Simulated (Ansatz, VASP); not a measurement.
## Two plane-wave programs on SnO

Contents of INCAR:

```
ALGO = Normal ; EDIFF = 1E-6
ENCUT = 520 ; GGA = PE
ISIF = 2 ; ISMEAR = 0
IVDW = 12 ; LASPH = True
LCHARG = False ; LREAL = False
LWAVE = False ; NBANDS = 28
NELM = 100 ; PREC = Accurate
SIGMA = 0.05
```

The input KPOINTS:

```
k-points
0
Gamma
  8 6 8
```

Contents of POSCAR:

```
SnO
1.0
    3.3475001592      0.0000000000      0.0000000000
    0.0000000000      5.7220575300      0.0000000000
    0.0000000000      0.0000000000      3.9124910623
Sn O
2 2
Direct
    0.0000000000      0.2345104856      0.5269946555
    0.5000000000      0.7654895144      0.0269946555
    0.0000000000      0.8836051479      0.7230063445
    0.5000000000      0.1163948521      0.2230063445
```

Input for Ansatz:

```yaml
crystal:
  lattice:
    - [3.3475001592, 0.0, 0.0]
    - [0.0, 5.72205753, 0.0]
    - [0.0, 0.0, 3.9124910623]
  atoms:
    - { symbol: Sn, position: [0.0, 0.2345104856, 0.5269946555] }
    - { symbol: Sn, position: [0.5, 0.7654895144, 0.0269946555] }
    - { symbol: O, position: [0.0, 0.8836051479, 0.7230063445] }
    - { symbol: O, position: [0.5, 0.1163948521, 0.2230063445] }
basis:
  ecutwfc: 520.0
kpoints:
  mp_grid: { grid: [8, 6, 8] }
hamiltonian:
  xc: pbe
  dispersion: d3bj
scf:
  occupations: { method: gaussian, width: 0.05 }
output:
  forces: true
  stress: true
  eigenvalues: true
```

Alike in both runs: task single point; functional PBE; dispersion D3(BJ); k mesh 8 × 6 × 8; occupations gaussian, width 0.05 eV; no spin polarisation.

```csv
,VASP,Ansatz
version,VASP 6.6.1,Ansatz 0.2.0
potentials or method,"VASP PAW PBE potentials, release 64 (Sn_d, O), cutoff 520 eV","scalar-relativistic, plane waves, PAW"
valence electrons in the cell,40,40
```

```csv
,VASP,Ansatz,Ansatz less VASP
gap on the k mesh at the Fermi level (eV),1.31,1.32,+0.011
least direct gap on the mesh (eV),1.91,1.93,+0.012
pressure (GPa),0.2,0.0,-0.24
"traceless stress, the component that is largest in VASP (GPa)",-0.06,0.03,+0.091
rms of the force components (eV/Å),0.038,0.003,-0.0348
```

Atom by atom the forces differ by 0.037 eV/Å (rms over components).
